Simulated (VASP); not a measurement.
**W5N: single point with PBEsol**

System: W5N, a slab with vacuum.

```
W N
1.0
     3.15436    0.00000    0.00000
     0.00000    3.15436    0.00000
     0.00000    0.00000   25.30872
W N
5 1
Direct
  0.50000 0.50000 0.33585
  0.00000 0.00000 0.39817
  0.50000 0.50000 0.46060
  0.00000 0.00000 0.52238
  0.50000 0.50000 0.59001
  0.50000 0.50000 0.65717
```

```json
{
  "Program": "VASP 6.6.1",
  "Task": "single point",
  "Functional": "PBEsol",
  "Potentials or basis": "VASP PAW PBE potentials, release 64 (W_sv, N)",
  "Cutoff": "520 eV",
  "k mesh": "9 × 9 × 1",
  "Occupations": "gaussian, width 0.1 eV",
  "Spin": "no spin polarisation"
}
```

| Quantity | Value |
| --- | --- |
| Largest force | 1.835 eV/Å |
| Band gap on the k mesh | zero (an odd number of electrons rules out a gap without spin polarisation) |

Forces on the atoms (eV/Å):
```
W    0.000  0.000  1.779
W    0.000  0.000 -1.835
W    0.000  0.000  0.007
W    0.000  0.000  0.028
W    0.000  0.000 -0.366
N    0.000  0.000  0.387
```

Levels at points of the mesh, in eV from the Fermi level:
```csv
k point,band 35,band 36,band 37,band 38,band 39,band 40,band 41,band 42
"(0.00, 0.00, 0.00)",-0.49,-0.27,-0.20,-0.20,-0.17,0.82,1.16,1.16
```

Wall time 13 min on 1 thread of Intel Xeon 8259CL, with other jobs on the host, peak memory 0.4 GiB.

Caveat: the PAW data sets were made with another functional, which shifts forces and pressure a little; spin-orbit coupling is left out, which moves the levels of the heavy elements.
